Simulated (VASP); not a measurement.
Wanted: the native input for a VASP 6.6.1 run.

```yaml
Task: density of states
Functional: LDA
Potentials_or_basis: VASP PAW LDA potentials, release 64 (Tl_d)
Cutoff: 520 eV
k_mesh: 14 × 14 × 14
Occupations: fermi-dirac, width 0.1 eV
Spin: no spin polarisation
Dipole_correction: no
k_mesh_for_the_DOS: 21 × 21 × 21
Occupations_for_the_DOS: tetrahedron
Further_INCAR_settings: ALGO = Normal; EDIFF = 1e-07; NBANDS = 12
```

Tl:

```
CELL_PARAMETERS angstrom
-1.39707 1.39707 1.39707
1.39707 -1.39707 1.39707
1.39707 1.39707 -1.39707
ATOMIC_POSITIONS crystal
Tl 0.00000 0.00000 0.00000
```

This cell differs from its parent crystal: volume scaled by 0.4.

One way to write it, as run:

POSCAR

```
Tl
1.0
   -1.3970686967      1.3970686967      1.3970686967
    1.3970686967     -1.3970686967      1.3970686967
    1.3970686967      1.3970686967     -1.3970686967
Tl
1
Direct
    0.0000000000      0.0000000000      0.0000000000
```

INCAR.step1

```
SYSTEM = Tl
ALGO = Normal
EDIFF = 1E-7
ENCUT = 520
ISIF = 2
ISMEAR = -1
LASPH = .True.
LCHARG = .True.
LREAL = .False.
LWAVE = .False.
NBANDS = 12
NELM = 100
PREC = Accurate
SIGMA = 0.1
```

KPOINTS.step1

```
k-points
0
Gamma
  14 14 14
  0 0 0
```

INCAR.step2

```
SYSTEM = Tl
ALGO = Normal
EDIFF = 1E-7
ENCUT = 520
ICHARG = 11
ISIF = 2
ISMEAR = -5
LASPH = .True.
LCHARG = .False.
LORBIT = 10
LREAL = .False.
LWAVE = .False.
NBANDS = 12
NEDOS = 2001
NELM = 100
PREC = Accurate
SIGMA = 0.1
```

KPOINTS.step2

```
k-points
0
Gamma
  21 21 21
  0 0 0
```

Potentials or basis: VASP PAW LDA potentials, release 64 (Tl_d).

Command:

```bash
$ cat potpaw_LDA.64/Tl_d/POTCAR > POTCAR
$ cp INCAR.step1 INCAR
$ cp KPOINTS.step1 KPOINTS
$ mpirun -np 1 vasp_std > vasp.out
$ cp INCAR.step2 INCAR
$ cp KPOINTS.step2 KPOINTS
$ mpirun -np 1 vasp_std > vasp.out
```

It gave:

```json
{
 "Valence electrons inside the program's atomic spheres": "Tl 13.01"
}
```

Caveat: spin-orbit coupling is left out, which moves the levels of the heavy elements.

Wall time 30 s on 1 thread of Intel(R) Xeon(R) Platinum 8488C (Sapphire Rapids) (shared host), peak memory 0.16 GiB.
